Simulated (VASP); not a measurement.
Runs of VASP 6.6.1 on KTaO3. The structure is that of space group Pm-3m (No. 221), or close to it. The cells are those of the table. 

| level | potentials or basis | spin | cell | k mesh | smearing | grid for exact exchange (PRECFOCK) | share of exact exchange | screening parameter | gap on the mesh (eV) | pressure (GPa) | moment (μB) |
| --- | --- | --- | --- | --- | --- | --- | --- | --- | --- | --- | --- |
| HSE06 | VASP PAW PBE potentials, release 64 (K_sv, Ta_pv, O) | off | a = 4.150, b = 4.150, c = 3.939 Å, 5 atoms | 4 × 4 × 4 | gaussian 0.01 eV | Fast | 0.25 | 0.2079 1/Å | (d) | -11.4 | - |
| r2SCAN | VASP PAW PBE potentials, release 64 (K_sv, Ta_pv, O) | off | a = 3.950, b = 3.950, c = 4.005 Å, 5 atoms | 6 × 6 × 6 | gaussian 0.01 eV | - | - | - | 2.62 | 4.6 | - |
| HSE06 | VASP PAW PBE potentials, release 64 (K_sv, Ta_sv_GW, O) | off | a = 3.870, b = 3.870, c = 4.037 Å, 5 atoms | 4 × 4 × 4 | gaussian 0.01 eV | Normal | 0.25 | 0.2079 1/Å | 3.61 | 11.1 | - |
| r2SCAN | VASP PAW PBE potentials, release 64 (K_sv, Ta_pv, O) | off | a = 3.910, b = 3.910, c = 4.020 Å, 5 atoms | 6 × 6 × 6 | gaussian 0.01 eV | - | - | - | (a) | 8.8 | - |
| r2SCAN | VASP PAW PBE potentials, release 64 (K_sv, Ta_pv, O) | non-collinear, zero start, SOC | a = 3.870, b = 3.870, c = 4.037 Å, 5 atoms | 6 × 6 × 6 | gaussian 0.01 eV | - | - | - | - | (c) | 0.00 |
| r2SCAN | VASP PAW PBE potentials, release 64 (K_sv, Ta_pv, O) | off | a = 4.030, b = 4.030, c = 3.976 Å, 5 atoms | 6 × 6 × 6 | gaussian 0.01 eV | - | - | - | 2.52 | -2.4 | - |
| r2SCAN | VASP PAW PBE potentials, release 64 (K_sv, Ta_pv, O) | off | a = 3.870, b = 3.870, c = 4.037 Å, 5 atoms | 6 × 6 × 6 | gaussian 0.01 eV | - | - | - | 2.66 | 13.5 | - |
| r2SCAN | VASP PAW PBE potentials, release 64 (K_sv, Ta_pv, O) | non-collinear, zero start, SOC | a = 4.030, b = 4.030, c = 3.976 Å, 5 atoms | 6 × 6 × 6 | gaussian 0.01 eV | - | - | - | - | -2.2 | 0.00 |
| r2SCAN | VASP PAW PBE potentials, release 64 (K_sv, Ta_pv, O) | off | a = 3.831, b = 3.831, c = 4.054 Å, 5 atoms | 6 × 6 × 6 | gaussian 0.01 eV | - | - | - | 2.68 | 18.7 | - |
| PBE | VASP PAW PBE potentials, release 64 (K_sv, Ta_pv, O) | off | a = 4.070, b = 4.070, c = 3.963 Å, 5 atoms | 6 × 6 × 6 | fermi-dirac 0.02 eV | - | - | - | 2.05 | -0.5 | - |
| r2SCAN | VASP PAW PBE potentials, release 64 (K_sv, Ta_pv, O) | off | a = 4.070, b = 4.070, c = 3.963 Å, 5 atoms | 6 × 6 × 6 | gaussian 0.01 eV | - | - | - | 2.45 | (b) | - |

Alike in all rows: task single point; cutoff (eV) 520.

Fill in the values left out.

(a) 2.64; (b) -5.4; (c) 13.7; (d) 3.17.

Caveats: the PAW data sets were made with another functional, which shifts forces and pressure a little (at least some runs); spin-orbit coupling is left out, which moves the levels of the heavy elements (at least some runs); the stress differs along the axes, from 1 to 20 GPa (at least some runs); the stress differs along the axes, from -17 to -0 GPa (at least some runs); the stress differs along the axes, from 1 to 6 GPa (at least some runs); the stress differs along the axes, from -1 to 17 GPa (at least some runs); the stress differs along the axes, from 1 to 13 GPa (at least some runs).

A k mesh can miss the band edges, and rows without SOC leave out spin-orbit coupling on Ta.

The runs don't all hold the same shells in valence.
